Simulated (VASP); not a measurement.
# BeZn2Te3 (P4/mmm) in VASP: further runs

Runs on BeZn2Te3. Level: PBE. Tasks: single point, relaxation of cell and atoms.

All numbers are computed with VASP 6.6.1; they aren't measurements. Logs are shortened: lines on timing, memory, paths and dates and some standing lists are left out, and cuts for length are marked.

## (1) The cell of the first run

Symmetry: P4/mmm, No. 123, tetragonal system. The conventional cell has a = 5.529 Å, b = 5.529 Å, c = 5.826 Å, α = 90.00°, β = 90.00°, γ = 90.00°. Within 4.1 Å of Be (site symmetry 4/mmm) lie 6 Te at 2.91 to 3.91 Å and 8 Zn at 4.02 Å. Within 3.6 Å of Zn (site symmetry mmm) lie 4 Te at 2.76 Å. Within 3.6 Å of Te (site symmetry 4/mmm) lie 4 Zn at 2.76 Å and 2 Be at 2.91 Å. Te (site symmetry 4/mmm) has 2 Te at 2.91 Å and 4 Be at 3.91 Å and 8 Zn at 4.02 Å within 4.1 Å. Te (site symmetry 4/mmm) has 4 Zn at 2.76 Å and 2 Te at 2.91 Å within 3.6 Å.

The cell was generated, and may not be a known phase.

## (2) Single point, PBE

Contents of INCAR:

```
PREC     = Accurate       # precision mode
ENCUT    = 520            # plane-wave cutoff, eV
EDIFF    = 1E-6           # SCF threshold, eV
ISMEAR   = 0              # smearing method
SIGMA    = 0.1            # smearing width, eV
LREAL    = F              # projectors in reciprocal space
LASPH    = T              # aspherical terms in the spheres
NELM     = 80             # most SCF steps
ALGO     = Normal         # electronic algorithm
ISIF     = 2              # what is computed and relaxed
LWAVE    = F              # write WAVECAR
LCHARG   = F              # write CHGCAR
GGA      = PE             # functional
NBANDS   = 31             # bands
```

Contents of KPOINTS:

```
Automatic mesh
0
Gamma
  8 8 6
```

Contents of POSCAR:

```
BeZn2Te3
1.0
    5.5286980150      0.0000000000      0.0000000000
    0.0000000000      5.5286980150      0.0000000000
    0.0000000000      0.0000000000      5.8258626785
Be Zn Te
1 2 3
Direct
    0.5000000000      0.5000000000      0.5000000000
    0.0000000000      0.5000000000      0.0000000000
    0.5000000000      0.0000000000      0.0000000000
    0.5000000000      0.5000000000      0.0000000000
    0.0000000000      0.0000000000      0.5000000000
    0.0000000000      0.0000000000      0.0000000000
```

Potentials or basis: VASP PAW PBE potentials, release 64 (Be, Zn, Te).

Command:

```bash
> cat potpaw_PBE.64/Be/POTCAR potpaw_PBE.64/Zn/POTCAR potpaw_PBE.64/Te/POTCAR > POTCAR
> mpirun -np 1 vasp_std > vasp.out
```

OUTCAR:

```text
PREC = Accurate
   ENCUT = 520
   EDIFF = 1E-6
   ISMEAR = 0
   LREAL = F
   LASPH = T
   NELM = 80
   ISIF = 2
   GGA = PE

 ion  position               nearest neighbor table
   1  0.500  0.500  0.500-   4 2.91   4 2.91
   2  0.000  0.500  0.000-   4 2.76   6 2.76   6 2.76   4 2.76
   3  0.500  0.000  0.000-   4 2.76   6 2.76   4 2.76   6 2.76
   4  0.500  0.500  0.000-   2 2.76   3 2.76   3 2.76   2 2.76   1 2.91   1 2.91
   5  0.000  0.000  0.500-   6 2.91   6 2.91
   6  0.000  0.000  0.000-   2 2.76   3 2.76   2 2.76   3 2.76   5 2.91   5 2.91

  LATTYP: Found a simple tetragonal cell.
 ALAT       =     5.5286980150
 C/A-ratio  =     1.0537494836

  Lattice vectors:

 A1 = (   5.5286980150,   0.0000000000,   0.0000000000)
 A2 = (   0.0000000000,   5.5286980150,   0.0000000000)
 A3 = (   0.0000000000,   0.0000000000,   5.8258626785)

Analysis of symmetry for initial positions (statically):
=====================================================================
 Subroutine PRICEL returns:
 Original cell was already a primitive cell.

 Routine SETGRP: Setting up the symmetry group for a
 simple tetragonal supercell.

 Subroutine GETGRP returns: Found 16 space group operations
 (whereof 16 operations were pure point group operations)
 out of a pool of 16 trial point group operations.

The static configuration has the point symmetry D_4h.

Analysis of symmetry for dynamics (positions and initial velocities):
=====================================================================
 Subroutine PRICEL returns:
 Original cell was already a primitive cell.

 Routine SETGRP: Setting up the symmetry group for a
 simple tetragonal supercell.

 Subroutine GETGRP returns: Found 16 space group operations
 (whereof 16 operations were pure point group operations)
 out of a pool of 16 trial point group operations.

The dynamic configuration has the point symmetry D_4h.

 Subroutine INISYM returns: Found 16 space group operations
 (whereof 16 operations are pure point group operations),
 and found     1 'primitive' translations

----------------------------------------------------------------------------------------

                                     Primitive cell

  volume of cell :     178.0762

  direct lattice vectors                    reciprocal lattice vectors
     5.528698015  0.000000000  0.000000000     0.180874412  0.000000000  0.000000000
     0.000000000  5.528698015  0.000000000     0.000000000  0.180874412  0.000000000
     0.000000000  0.000000000  5.825862679     0.000000000  0.000000000  0.171648399

  length of vectors
     5.528698015  5.528698015  5.825862679     0.180874412  0.180874412  0.171648399

  position of ions in fractional coordinates (direct lattice)
     0.500000000  0.500000000  0.500000000
     0.000000000  0.500000000  0.000000000
     0.500000000  0.000000000  0.000000000
     0.500000000  0.500000000  0.000000000
     0.000000000  0.000000000  0.500000000
     0.000000000  0.000000000  0.000000000

  ion indices of the primitive-cell ions
   primitive index   ion index
                 1           1
                 2           2
                 3           3
                 4           4
                 5           5
                 6           6

----------------------------------------------------------------------------------------

 KPOINTS: Automatic mesh

Automatic generation of k-mesh.
 Grid dimensions read from file:
 generate k-points for:    8    8    6

 Generating k-lattice:

  Cartesian coordinates                     Fractional coordinates (reciprocal lattice)
     0.022609301  0.000000000  0.000000000     0.125000000  0.000000000  0.000000000
     0.000000000  0.022609301  0.000000000     0.000000000  0.125000000  0.000000000
     0.000000000  0.000000000  0.028608066     0.000000000  0.000000000  0.166666667

  Length of vectors
     0.022609301  0.022609301  0.028608066

  Shift w.r.t. Gamma in fractional coordinates (k-lattice)
     0.000000000  0.000000000  0.000000000

 Subroutine IBZKPT returns following result:
 ===========================================

 Found     60 irreducible k-points:

 Following reciprocal coordinates:
            Coordinates               Weight
  0.000000  0.000000  0.000000      1.000000
  0.125000  0.000000  0.000000      4.000000
  0.250000  0.000000  0.000000      4.000000
  0.375000  0.000000  0.000000      4.000000
  0.500000  0.000000  0.000000      2.000000
  0.125000  0.125000  0.000000      4.000000
[... 16 lines left out ...]
  0.375000  0.125000  0.166667     16.000000
  0.500000  0.125000  0.166667      8.000000
 [... further k-points ...]
   k-points           NKPTS =     60   k-points in BZ     NKDIM =     60   number of bands    NBANDS=     31
   number of dos      NEDOS =    301   number of ions     NIONS =      6
   total plane-waves  NPLWV =  84672
   dimension x,y,z NGX =    42 NGY =   42 NGZ =   48
   dimension x,y,z NGXF=    84 NGYF=   84 NGZF=   96
   ions per type =               1   2   3
   NGX,Y,Z   is equivalent  to a cutoff of  12.63, 12.63, 13.70 a.u.
   NGXF,Y,Z  is equivalent  to a cutoff of  25.26, 25.26, 27.39 a.u.
 SYSTEM =  unknown system
   PREC   = accura    normal or accurate (medium, high low for compatibility)
   ISTART =      0    job   : 0-new  1-cont  2-samecut
   ICHARG =      2    charge: 1-file 2-atom 10-const
   ISPIN  =      1    spin polarized calculation?
   LNONCOLLINEAR =      F non collinear calculations
   LSORBIT =      F    spin-orbit coupling
   LASPH  =      T    aspherical Exc in radial PAW
   ENCUT  =  520.0 eV  38.22 Ry    6.18 a.u.  10.28 10.28 10.83*2*pi/ulx,y,z
   NELM   =     80;   NELMIN=  2; NELMDL= -5     # of ELM steps
   EDIFF  = 0.1E-05   stopping-criterion for ELM
   LREAL  =      F    real-space projection
   EDIFFG = 0.1E-04   stopping-criterion for IOM
   NSW    =      0    number of steps for IOM
   IBRION =     -1    ionic relax: 0-MD 1-quasi-New 2-CG
   NFREE  =      0    steps in history (QN), initial steepest desc. (CG)
   ISIF   =      2    stress and relaxation
   ISYM   =      2    0-nonsym 1-usesym 2-fastsym
   POTIM  = 0.5000    time-step for ionic-motion
   TEBEG  =    0.0;   TEEND  =   0.0 temperature during run
   PSTRESS=    0.0 pullay stress
   NELECT =      44.0000    total number of electrons
   NUPDOWN=      -1.0000    fix difference up-down
   EMIN   =  10.00;   EMAX   =-10.00  energy-range for DOS
   EFERMI =   0.00;   METHOD = LEGACY
   ISMEAR =     0;   SIGMA  =   0.10  broadening in eV -4-tet -1-fermi 0-gaus
   EFERMI_NEDOS =   21; number of points for ismear=-14 and -15
   IALGO  =     38    algorithm
   IMIX   =      4    mixing-type and parameters
     AMIX     =   0.40;   BMIX     =  1.00
     AMIX_MAG =   1.60;   BMIX_MAG =  1.00
  volume/ion in A,a.u.               =      29.68       200.29
  Fermi-wavevector in a.u.,A,eV,Ry     =   1.027284  1.941285 14.358389  1.055312
  Thomas-Fermi vector in A             =   2.161221
   LORBIT       =      0    0 simple, 1 ext, 2 COOP (PROOUT), +10 PAW based schemes
   GGA     = PE    functional components
   LHFCALC =     F    Hartree Fock is set to
   AEXX    =    0.0000 exact exchange contribution
   IVDW    =     0    specifies the selected vdW correction
   LEPSILON=     F    determine dielectric tensor
   LRPA    =     F    only Hartree local field effects (RPA)
 non-spin polarized calculation
 Gauss-broadening in eV      SIGMA  =   0.10
  energy-cutoff  :      520.00
  volume of cell :      178.08
 maximum number of plane-waves:      4836
 NGX is ok and might be reduce to    42
   NGX = 21   NGY = 21   NGZ = 21

 number of electron      44.0000003 magnetization

 Free energy of the ion-electron system (eV)
  ---------------------------------------------------
  ext. energy  EPLUGINS =         0.00000000
  ---------------------------------------------------
  free energy    TOTEN  =       -12.69192263 eV

  energy without entropy =      -12.68006719  energy(sigma->0) =      -12.68599491

 E-fermi :   3.5170     XC(G=0):  -8.6443

 val. band max:        3.5085042177   @ k =   0.2500   0.1250   0.0000
 cond. band min:       3.5188317822   @ k =   0.3750   0.1250   0.0000
 fundamental gap:      0.0103275645
 Fermi energy:         3.5170153926

 k-point     1 :       0.0000    0.0000    0.0000
  band No.  band energies     occupation
      1      -9.4443      2.00000
      2      -8.1258      2.00000
      3      -5.8515      2.00000
      4      -3.9109      2.00000
      5      -3.8741      2.00000
      6      -3.8465      2.00000
[... 23 lines left out ...]
     30       7.7164      0.00000
     31       7.7933      0.00000

 k-point     2 :       0.1250    0.0000    0.0000
  band No.  band energies     occupation
      1      -9.4038      2.00000
      2      -8.1491      2.00000
      3      -5.8410      2.00000
      4      -3.9088      2.00000
      5      -3.8933      2.00000
      6      -3.8501      2.00000
[... 23 lines left out ...]
     30       8.0743      0.00000
     31       8.4274      0.00000

 k-point     3 :       0.2500    0.0000    0.0000
  band No.  band energies     occupation
      1      -9.2934      2.00000
      2      -8.2196      2.00000
      3      -5.8155      2.00000
      4      -3.9545      2.00000
      5      -3.9236      2.00000
      6      -3.9017      2.00000
[... 23 lines left out ...]
     30       8.4502      0.00000
     31       8.8106      0.00000

 k-point     4 :       0.3750    0.0000    0.0000
  band No.  band energies     occupation
      1      -9.1548      2.00000
      2      -8.3213      2.00000
      3      -5.7907      2.00000
      4      -4.0552      2.00000
      5      -4.0344      2.00000
      6      -3.8867      2.00000
[... 635 lines left out ...]
     30       8.8194      0.00000
     31       8.9718      0.00000

 k-point    23 :       0.3750    0.1250    0.1667
  band No.  band energies     occupation
      1      -9.0460      2.00000
      2      -8.2932      2.00000
      3      -6.1517      2.00000
      4      -4.0651      2.00000
      5      -4.0420      2.00000
      6      -3.8997      2.00000
[... 23 lines left out ...]
     30       7.8560      0.00000
     31       9.0484      0.00000

 k-point    24 :       0.5000    0.1250    0.1667
  band No.  band energies     occupation
      1      -8.9717      2.00000
      2      -8.3482      2.00000
      3      -6.1446      2.00000
      4      -4.1050      2.00000
      5      -4.0944      2.00000
      6      -3.8822      2.00000
[... 23 lines left out ...]
     30       8.3079      0.00000
     31       8.3655      0.00000

 [... further k-points ...]
[... 5 lines left out ...]
  --------------------------------------------------------------------------------------
  -------------------------------------------------------------------------------------
  Total        0.0830497      0.0830497      0.0138637      0.0000000     -0.0000000      0.0000000
  in kB        0.7472100      0.7472100      0.1247336      0.0000000     -0.0000000      0.0000000
  external PRESSURE =       0.5397178 kB  Pullay stress =       0.0000000 kB

 VOLUME and BASIS-vectors are now :
 -----------------------------------------------------------------------------
  energy-cutoff  :      520.00
  volume of cell :      178.08
      direct lattice vectors                 reciprocal lattice vectors
     5.528698015  0.000000000  0.000000000     0.180874412  0.000000000  0.000000000
     0.000000000  5.528698015  0.000000000     0.000000000  0.180874412  0.000000000
     0.000000000  0.000000000  5.825862679     0.000000000  0.000000000  0.171648399

 POSITION                                       TOTAL-FORCE (eV/Angst)
 -----------------------------------------------------------------------------------
      2.76435      2.76435      2.91293         0.000000      0.000000      0.000000
      0.00000      2.76435      0.00000         0.000000      0.000000      0.000000
      2.76435      0.00000      0.00000         0.000000      0.000000      0.000000
      2.76435      2.76435      0.00000         0.000000      0.000000      0.000000
      0.00000      0.00000      2.91293         0.000000      0.000000      0.000000
      0.00000      0.00000      0.00000         0.000000      0.000000      0.000000
 -----------------------------------------------------------------------------------
    total drift:                                0.000000      0.000000     -0.000000

  FREE ENERGIE OF THE ION-ELECTRON SYSTEM (eV)
  ---------------------------------------------------
  free  energy   TOTEN  =       -12.6919226269 eV

  energy  without entropy=      -12.6800671851  energy(sigma->0) =      -12.68599491
```

It took 4.1 min on 1 thread of Intel Xeon Platinum 8488C (Sapphire Rapids), shared host; peak memory 0.47 GiB.

Results:

```yaml
Free_energy: -12.6919 eV
Pressure: 0.1 GPa
Band_gap_on_the_k_mesh: zero (bands 22 and 23 overlap by 1.70 eV)
```

Levels at points of the mesh, in eV from the Fermi level:
| k point | band 20 | band 21 | band 22 | band 23 | band 24 | band 25 |
| --- | --- | --- | --- | --- | --- | --- |
| (0.00, 0.00, 0.00) | -2.24 | -1.56 | -0.72 | -0.60 | -0.60 | 3.18 |
| (0.50, 0.00, 0.00) | -2.19 | -0.41 | 0.29 | 1.66 | 1.71 | 2.02 |
| (0.50, 0.50, 0.00) | -1.45 | -0.33 | -0.33 | 1.37 | 1.37 | 3.16 |
| (0.00, 0.00, 0.50) | -1.47 | -1.47 | -1.28 | -1.08 | -0.37 | 1.68 |
| (0.50, 0.00, 0.50) | -1.24 | -1.20 | -0.67 | 0.50 | 1.58 | 1.74 |
| (0.50, 0.50, 0.50) | -0.70 | -0.39 | -0.39 | 1.78 | 2.28 | 2.39 |

Caveat: spin-orbit coupling is left out, which moves the levels of the heavy elements.

## (3) Relaxation of cell and atoms, PBE

This run uses another cell than the first one, of 27.56 Å³/atom.

Contents of INCAR:

```
PREC = Accurate
ENCUT = 600
EDIFF = 1E-6
ISMEAR = 0
SIGMA = 0.1
LREAL = F
LASPH = T
NELM = 60
ALGO = Normal
ISIF = 3
LWAVE = F
LCHARG = F
GGA = PE
IBRION = 2
NSW = 90
EDIFFG = -0.04
```

Contents of KPOINTS:

```
Automatic mesh
0
Gamma
  4 4 4
```

Edit POSCAR of step 2 so:

```diff
@@ -2,5 +2,5 @@
 1.0
-    5.5286980150      0.0000000000      0.0000000000
-    0.0000000000      5.5286980150      0.0000000000
-    0.0000000000      0.0000000000      5.8258626785
+    4.8068243000      0.0000000000      0.0000000000
+    0.0000000000      4.8068243000      0.0000000000
+    0.0000000000      0.0000000000      7.1566703200
 Be Zn Te
```

Potentials or basis: VASP PAW PBE potentials, release 64 (Be, Zn, Te).

Command:

```bash
> cat potpaw_PBE.64/Be/POTCAR potpaw_PBE.64/Zn/POTCAR potpaw_PBE.64/Te/POTCAR > POTCAR
> mpirun -np 1 vasp_std > vasp.out
```

Run time: 10 min. Hardware: 1 thread of Intel Xeon Platinum 8488C (Sapphire Rapids), shared host; peak memory 0.37 GiB.

Results (log left out):

```
Free energy                           : -12.6056 eV
Relaxed volume                        : 29.76 Å³/atom
Relaxed cell                          : a = 5.502 Å, b = 5.502 Å, c = 5.898 Å, α = 90.00°, β = 90.00°, γ = 90.00°
Space group after relaxing (to 0.1 Å) : P4/mmm (No. 123)
Energy gained by relaxing             : 621.8 meV/atom
Ionic steps                           : 11
Pressure after relaxing               : 0.1 GPa
Band gap on the k mesh                : zero (bands 22 and 23 overlap by 1.22 eV)
```

Step by step:
```
step  energy change (eV)  largest force (eV/Å)  pressure (GPa)  volume (Å³)
   1              0.0000                0.0000           15.20       165.36
   2             -2.4548                0.0000           -4.60       232.71
   3             -2.6968                0.0000           -1.90       207.84
   4             -2.7097                0.0000           -2.61       212.54
   5             -3.2758                0.0000           -2.67       200.90
   6             -2.2326                0.0000            6.68       163.68
   7             -3.5997                0.0000           -2.10       192.09
   8             -3.6742                0.0000           -0.34       181.43
   9             -3.7029                0.0000           -1.20       185.73
  10             -3.7045                0.0000           -1.08       185.05
  11             -3.7310                0.0000            0.10       178.55
```

Final structure:
```xyz
6
Lattice="5.5022 0.0000 0.0000 0.0000 5.5022 0.0000 0.0000 0.0000 5.8980" Properties=species:S:1:pos:R:3 pbc="T T T"
Be    2.7511    2.7511    2.9490
Zn    0.0000    2.7511    0.0000
Zn    2.7511    5.5022    0.0000
Te    2.7511    2.7511    5.8980
Te    5.5022    5.5022    2.9490
Te    5.5022    5.5022    5.8980
```

Levels at points of the mesh, in eV from the Fermi level:
```tsv
k point	band 18	band 19	band 20	band 21	band 22	band 23	band 24	band 25	band 26
(0.00, 0.00, 0.00)	-2.42	-1.91	-1.91	-1.46	-0.48	-0.48	-0.35	3.29	3.29
(0.50, 0.00, 0.00)	-3.37	-3.20	-2.11	-0.29	0.44	2.02	2.08	2.11	2.87
(0.50, 0.50, 0.00)	-1.38	-1.30	-1.30	-0.01	-0.01	1.59	1.59	3.54	3.65
(0.00, 0.00, 0.50)	-1.69	-1.69	-1.30	-1.30	-1.09	-0.78	-0.11	1.70	2.50
(0.50, 0.00, 0.50)	-3.28	-1.16	-1.05	-1.00	-0.50	0.72	1.73	2.10	2.13
(0.50, 0.50, 0.50)	-2.16	-0.76	-0.52	-0.02	-0.02	1.77	2.36	2.59	2.59
```

Caveat: a cell axis changed by over 15 % at a fixed basis, so the end point is rough; spin-orbit coupling is left out, which moves the levels of the heavy elements.

The gap in the log of VASP goes by the Fermi energy; the results here count the filled bands.